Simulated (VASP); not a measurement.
A run of VASP 6.6.1 is set up as follows.

File INCAR:

```
PREC = Accurate
ENCUT = 700
EDIFF = 1E-6
ISMEAR = 0
SIGMA = 0.02
LREAL = F
LASPH = T
NELM = 200
ALGO = Normal
ISIF = 2
LWAVE = F
LCHARG = T
LMAXMIX = 4
LDAU = T
LDAUTYPE = 2
LDAUL = 2 -1
LDAUU = 3.32 0
LDAUJ = 0 0
LDAUPRINT = 1
GGA = PE
LELF = T
LVHAR = T
NBANDS = 18
GGA_COMPAT = F
```

File KPOINTS:

```
Automatic mesh
0
Gamma
  14 14 14
```

File POSCAR:

```
CoO
1.0
    0.0000000000      2.3192549574      2.3192549574
    2.3192549574      0.0000000000      2.3192549574
    2.3192549574      2.3192549574      0.0000000000
Co O
1 1
Direct
    0.0000000000      0.0000000000      0.0000000000
    0.2500000000      0.2500000000      0.2500000000
```

Potentials or basis: VASP PAW PBE potentials, release 64 (Co_sv, O).

Command:

```bash
$ cat potpaw_PBE.64/Co_sv/POTCAR potpaw_PBE.64/O/POTCAR > POTCAR
$ mpirun -np 1 vasp_std > vasp.out
```

Problem. Estimate the band gap on the k mesh.

Solution. Zero (an odd number of electrons rules out a gap without spin polarisation).

Problem. Estimate the pressure.

Solution. -22.2 GPa.

Eigenvalues of the final occupation matrices:
```
    site  spin  trace               eigenvalues
site 1 d     1   3.41  0.55 0.55 0.55 0.88 0.88
site 1 d     2   3.41  0.55 0.55 0.55 0.88 0.88
```

Caveat: the cell stands under tension; an odd number of electrons without spin polarisation forces a metal; a magnetic or distorted state may lie lower; the run has no spin polarisation, though such a crystal can be magnetic; U without spin polarisation on a metal has little footing. Spin polarisation is off, so any magnetic state and its effect on volume and gap are missing.
